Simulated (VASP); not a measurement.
# Si in VASP: a series of runs

The runs below take Si through single point, with r2SCAN.

All numbers are computed with VASP 6.6.1; they aren't measurements. Logs are shortened: lines on timing, memory, paths and dates and some standing lists are left out, and cuts for length are marked.

### 1 The cell of the first run

The typed cell holds 6 atoms: a = 3.840 Å, b = 3.840 Å, c = 9.664 Å, α = 78.54°, β = 78.54°, γ = 60.00°.

### 2 Single point, r2SCAN (the part above a cut slid along it)

The input, POSCAR:

```
Si
1.0
    2.7154700000     -2.7154700000      0.0000000000
    2.7154700000      0.0000000000     -2.7154700000
    7.2410723020      4.5258738490      4.5258738490
Si
6
Direct
    0.4861402767      0.4861402767      0.5416333333
    0.9305736100     -0.0694263900      0.2083000000
    0.0417069433      0.0417069433      0.8749666667
    0.4028152767      0.4028152767      0.7916333333
    0.8472486100      0.8472486100      0.4583000000
    0.2916819433      0.2916819433      0.1249666667
```

The input, INCAR.step1:

```
PREC     = Accurate       # precision mode
ENCUT    = 520            # plane-wave cutoff, eV
ISMEAR   = 0              # smearing method
SIGMA    = 0.05           # smearing width, eV
LREAL    = False          # projectors in reciprocal space
LASPH    = True           # aspherical terms in the spheres
NELM     = 80             # most SCF steps
NBANDS   = 21             # bands
GGA      = PE             # functional
ALGO     = Normal         # electronic algorithm
EDIFF    = 1E-4           # SCF threshold, eV
LWAVE    = True           # write WAVECAR
LCHARG   = False          # write CHGCAR
```

The input, INCAR.step2:

```
PREC     = Accurate       # precision mode
ENCUT    = 520            # plane-wave cutoff, eV
EDIFF    = 1E-6           # SCF threshold, eV
ISMEAR   = 0              # smearing method
SIGMA    = 0.05           # smearing width, eV
LREAL    = False          # projectors in reciprocal space
LASPH    = True           # aspherical terms in the spheres
NELM     = 80             # most SCF steps
ALGO     = Normal         # electronic algorithm
ISIF     = 2              # what is computed and relaxed
LWAVE    = False          # write WAVECAR
LCHARG   = False          # write CHGCAR
METAGGA  = R2SCAN         # meta-GGA
LMIXTAU  = True         
NBANDS   = 21             # bands
ISTART   = 1
```

The input, KPOINTS:

```
regular mesh
0
Gamma
  8 8 3
```

Potentials or basis: VASP PAW PBE potentials, release 64 (Si).

Started as:

```console
cat potpaw_PBE.64/Si/POTCAR > POTCAR
cp INCAR.step1 INCAR
mpirun -np 1 vasp_std > vasp.out
cp INCAR.step2 INCAR
mpirun -np 1 vasp_std > vasp.out
```

OUTCAR:

```text
PREC = Accurate
   ENCUT = 520
   EDIFF = 1E-6
   ISMEAR = 0
   LREAL = False
   LASPH = True
   NELM = 80
   ISIF = 2
   METAGGA = R2SCAN
   ISTART = 1

 ion  position               nearest neighbor table
   1  0.486  0.486  0.542-   5 2.35   5 2.35   5 2.35   4 2.35
   2  0.931  0.931  0.208-   6 2.35   6 2.35   6 2.35   5 2.35   3 3.14
   3  0.042  0.042  0.875-   4 2.35   4 2.35   4 2.35   2 3.14
   4  0.403  0.403  0.792-   1 2.35   3 2.35   3 2.35   3 2.35   6 3.14
   5  0.847  0.847  0.458-   1 2.35   1 2.35   1 2.35   2 2.35
   6  0.292  0.292  0.125-   2 2.35   2 2.35   2 2.35   4 3.14

  LATTYP: Found a base centered monoclinic cell.
 ALAT       =     6.6515159118
 B/A-ratio  =     0.5773502692
 C/A-ratio  =     1.4529586677
 COS(beta)  =    -0.2293939996

  Lattice vectors:

 A1 = (  -2.7154700000,   2.7154700000,   0.0000000000)
 A2 = (  -2.7154700000,   0.0000000000,   2.7154700000)
 A3 = (   7.2410723020,   4.5258738490,   4.5258738490)

Analysis of symmetry for initial positions (statically):
=====================================================================
 Subroutine PRICEL returns:
 Original cell was already a primitive cell.

 Routine SETGRP: Setting up the symmetry group for a
 base centered monoclinic supercell.

 Subroutine GETGRP returns: Found  4 space group operations
 (whereof  2 operations were pure point group operations)
 out of a pool of  4 trial point group operations.

The static configuration has the point symmetry C_1h.
 The point group associated with its full space group is C_2h.

Analysis of symmetry for dynamics (positions and initial velocities):
=====================================================================
 Subroutine PRICEL returns:
 Original cell was already a primitive cell.

 Routine SETGRP: Setting up the symmetry group for a
 base centered monoclinic supercell.

 Subroutine GETGRP returns: Found  4 space group operations
 (whereof  2 operations were pure point group operations)
 out of a pool of  4 trial point group operations.

The dynamic configuration has the point symmetry C_1h.
 The point group associated with its full space group is C_2h.

 Subroutine INISYM returns: Found  4 space group operations
 (whereof  2 operations are pure point group operations),
 and found     1 'primitive' translations

----------------------------------------------------------------------------------------

                                     Primitive cell

  volume of cell :     120.1396

  direct lattice vectors                    reciprocal lattice vectors
     2.715470000 -2.715470000  0.000000000     0.102296594 -0.265963780  0.102296594
     2.715470000  0.000000000 -2.715470000     0.102296594  0.102296594 -0.265963780
     7.241072302  4.525873849  4.525873849     0.061376729  0.061376729  0.061376729

  length of vectors
     3.840254502  3.840254502  9.664377697     0.302763801  0.302763801  0.106307613

  position of ions in fractional coordinates (direct lattice)
     0.486140277  0.486140277  0.541633333
     0.930573610  0.930573610  0.208300000
     0.041706943  0.041706943  0.874966667
     0.402815277  0.402815277  0.791633333
     0.847248610  0.847248610  0.458300000
     0.291681943  0.291681943  0.124966667

  ion indices of the primitive-cell ions
   primitive index   ion index
                 1           1
                 2           2
                 3           3
                 4           4
                 5           5
                 6           6

----------------------------------------------------------------------------------------

 KPOINTS: regular mesh

Automatic generation of k-mesh.
 Grid dimensions read from file:
 generate k-points for:    8    8    3

 Generating k-lattice:

  Cartesian coordinates                     Fractional coordinates (reciprocal lattice)
     0.012787074 -0.033245473  0.012787074     0.125000000  0.000000000 -0.000000000
     0.012787074  0.012787074 -0.033245473     0.000000000  0.125000000  0.000000000
     0.020458910  0.020458910  0.020458910     0.000000000  0.000000000  0.333333333

  Length of vectors
     0.037845475  0.037845475  0.035435871

  Shift w.r.t. Gamma in fractional coordinates (k-lattice)
     0.000000000  0.000000000  0.000000000

 -----------------------------------------------------------------------------
|                                                                             |
|           W    W    AA    RRRRR   N    N  II  N    N   GGGG   !!!           |
|           W    W   A  A   R    R  NN   N  II  NN   N  G    G  !!!           |
|           W    W  A    A  R    R  N N  N  II  N N  N  G       !!!           |
|           W WW W  AAAAAA  RRRRR   N  N N  II  N  N N  G  GGG   !            |
|           WW  WW  A    A  R   R   N   NN  II  N   NN  G    G                |
|           W    W  A    A  R    R  N    N  II  N    N   GGGG   !!!           |
|                                                                             |
|     Your reciprocal lattice and k-lattice belong to different lattice       |
|     classes:                                                                |
|                                                                             |
|        The reciprocal lattice is rhombohedral (trigonal),                   |
|        whereas your k-lattice is base-centered monoclinic.                  |
|                                                                             |
|     Results are often still useful ...                                      |
|                                                                             |
 -----------------------------------------------------------------------------

 WARNING: IBZKPT: internal override: KBLOWUP is changed to .FALSE.
      ... skipping the blow-up phase ...

 Subroutine IBZKPT returns following result:
 ===========================================

 Found     57 irreducible k-points:

 Following reciprocal coordinates:
            Coordinates               Weight
  0.000000  0.000000  0.000000      1.000000
  0.125000  0.000000 -0.000000      4.000000
  0.250000  0.000000 -0.000000      4.000000
  0.375000  0.000000 -0.000000      4.000000
  0.500000  0.000000 -0.000000      2.000000
  0.125000  0.125000  0.000000      2.000000
[... 16 lines left out ...]
  0.125000  0.000000  0.333333      4.000000
  0.250000  0.000000  0.333333      4.000000
 [... further k-points ...]
   k-points           NKPTS =     57   k-points in BZ     NKDIM =     57   number of bands    NBANDS=     21
   number of dos      NEDOS =    301   number of ions     NIONS =      6
   total plane-waves  NPLWV =  64800
   dimension x,y,z NGX =    30 NGY =   30 NGZ =   72
   dimension x,y,z NGXF=    60 NGYF=   60 NGZF=  144
   ions per type =               6
   NGX,Y,Z   is equivalent  to a cutoff of  12.99, 12.99, 12.39 a.u.
   NGXF,Y,Z  is equivalent  to a cutoff of  25.97, 25.97, 24.77 a.u.
 SYSTEM =  unknown system
   PREC   = accura    normal or accurate (medium, high low for compatibility)
   ISTART =      1    job   : 0-new  1-cont  2-samecut
   ICHARG =      0    charge: 1-file 2-atom 10-const
   ISPIN  =      1    spin polarized calculation?
   LNONCOLLINEAR =      F non collinear calculations
   LSORBIT =      F    spin-orbit coupling
   LASPH  =      T    aspherical Exc in radial PAW
   ENCUT  =  520.0 eV  38.22 Ry    6.18 a.u.   7.14  7.14 17.97*2*pi/ulx,y,z
   NELM   =     80;   NELMIN=  2; NELMDL=  0     # of ELM steps
   EDIFF  = 0.1E-05   stopping-criterion for ELM
   LREAL  =      F    real-space projection
   EDIFFG = 0.1E-04   stopping-criterion for IOM
   NSW    =      0    number of steps for IOM
   IBRION =     -1    ionic relax: 0-MD 1-quasi-New 2-CG
   NFREE  =      0    steps in history (QN), initial steepest desc. (CG)
   ISIF   =      2    stress and relaxation
   ISYM   =      2    0-nonsym 1-usesym 2-fastsym
   POTIM  = 0.5000    time-step for ionic-motion
   TEBEG  =    0.0;   TEEND  =   0.0 temperature during run
   PSTRESS=    0.0 pullay stress
   NELECT =      24.0000    total number of electrons
   NUPDOWN=      -1.0000    fix difference up-down
   EMIN   =  10.00;   EMAX   =-10.00  energy-range for DOS
   EFERMI =   0.00;   METHOD = LEGACY
   ISMEAR =     0;   SIGMA  =   0.05  broadening in eV -4-tet -1-fermi 0-gaus
   EFERMI_NEDOS =   21; number of points for ismear=-14 and -15
   IALGO  =     38    algorithm
   IMIX   =      4    mixing-type and parameters
     AMIX     =   0.40;   BMIX     =  1.00
     AMIX_MAG =   1.60;   BMIX_MAG =  1.00
  volume/ion in A,a.u.               =      20.02       135.12
  Fermi-wavevector in a.u.,A,eV,Ry     =   0.957010  1.808487 12.461143  0.915868
  Thomas-Fermi vector in A             =   2.085990
   LORBIT       =      0    0 simple, 1 ext, 2 COOP (PROOUT), +10 PAW based schemes
   METAGGA = R2SCAN    functional components
   LHFCALC =     F    Hartree Fock is set to
   AEXX    =    0.0000 exact exchange contribution
   IVDW    =     0    specifies the selected vdW correction
   LEPSILON=     F    determine dielectric tensor
   LRPA    =     F    only Hartree local field effects (RPA)
 non-spin polarized calculation
 Gauss-broadening in eV      SIGMA  =   0.05
  energy-cutoff  :      520.00
  volume of cell :      120.14
 maximum number of plane-waves:      3256
 NGX is ok and might be reduce to    30
   NGX = 15   NGY = 15   NGZ = 35

 number of electron      23.9999999 magnetization

 Free energy of the ion-electron system (eV)
  ---------------------------------------------------
  ext. energy  EPLUGINS =         0.00000000
  ---------------------------------------------------
  free energy    TOTEN  =       -50.68353558 eV

  energy without entropy =      -50.67950533  energy(sigma->0) =      -50.68152045

 E-fermi :   5.7308     XC(G=0):  -9.9402

 val. band max:        5.7291746688   @ k =  -0.3750   0.5000   0.3333
 cond. band min:       5.7456378365   @ k =  -0.3750   0.3750   0.0000
 fundamental gap:      0.0164631677
 Fermi energy:         5.7308143854

 k-point     1 :       0.0000    0.0000    0.0000
  band No.  band energies     occupation
      1      -6.8011      2.00000
      2      -5.4141      2.00000
      3      -5.2757      2.00000
      4       0.1684      2.00000
      5       0.6056      2.00000
      6       4.3739      2.00000
[... 550 lines left out ...]
      5       0.7300      2.00000
      6       1.5740      2.00000
[... 13 lines left out ...]
     20      11.0588      0.00000
     21      11.8271      0.00000

 [... further k-points ...]
[... 5 lines left out ...]
  --------------------------------------------------------------------------------------
  -------------------------------------------------------------------------------------
  Total       -0.2874201     -0.4002798     -0.4002798      0.9937549      0.9383942      0.9937549
  in kB       -3.8330227     -5.3381162     -5.3381162     13.2526756     12.5143884     13.2526756
  external PRESSURE =      -4.8364184 kB  Pullay stress =       0.0000000 kB

 VOLUME and BASIS-vectors are now :
 -----------------------------------------------------------------------------
  energy-cutoff  :      520.00
  volume of cell :      120.14
      direct lattice vectors                 reciprocal lattice vectors
     2.715470000 -2.715470000  0.000000000     0.102296594 -0.265963780  0.102296594
     2.715470000  0.000000000 -2.715470000     0.102296594  0.102296594 -0.265963780
     7.241072302  4.525873849  4.525873849     0.061376729  0.061376729  0.061376729

 POSITION                                       TOTAL-FORCE (eV/Angst)
 -----------------------------------------------------------------------------------
      6.56220      1.13126      1.13126        -0.280330     -0.266762     -0.266762
      6.56220     -1.58421     -1.58421        -0.178096     -0.189679     -0.189679
      6.56220      3.84673      3.84673         0.019733      0.019546      0.019546
      7.91994      2.48900      2.48900         0.178096      0.189679      0.189679
      7.91994     -0.22647     -0.22647         0.280330      0.266762      0.266762
      2.48900     -0.22647     -0.22647        -0.019733     -0.019546     -0.019546
 -----------------------------------------------------------------------------------
    total drift:                                0.000017      0.000018      0.000018

  FREE ENERGIE OF THE ION-ELECTRON SYSTEM (eV)
  ---------------------------------------------------
  free  energy   TOTEN  =       -50.6835355766 eV

  energy  without entropy=      -50.6795053317  energy(sigma->0) =      -50.68152045
```

It took 6.5 min on 1 thread of Intel Xeon Platinum 8488C (Sapphire Rapids), shared host; peak memory 0.3 GiB.

What came out:

| Quantity | Value |
| --- | --- |
| Free energy | -50.6835 eV |
| Pressure | -0.5 GPa |
| Largest force | 0.470 eV/Å |
| Band gap on the k mesh | zero (bands 12 and 13 overlap by 1.57 eV) |

Forces on the atoms (eV/Å):
```
Si  -0.280 -0.267 -0.267
Si  -0.178 -0.190 -0.190
Si   0.020  0.020  0.020
Si   0.178  0.190  0.190
Si   0.280  0.267  0.267
Si  -0.020 -0.020 -0.020
```

Stress tensor (GPa, compression positive):
```
-0.38  1.33  1.33
 1.33 -0.53  1.25
 1.33  1.25 -0.53
```

Caveat: the cell differs from its parent crystal (the part above a cut slid along it); the PAW data sets were made with another functional, which shifts forces and pressure a little.

(Continued in part 2 of 2.)

The gap in the log of VASP goes by the Fermi energy; the results here count the filled bands.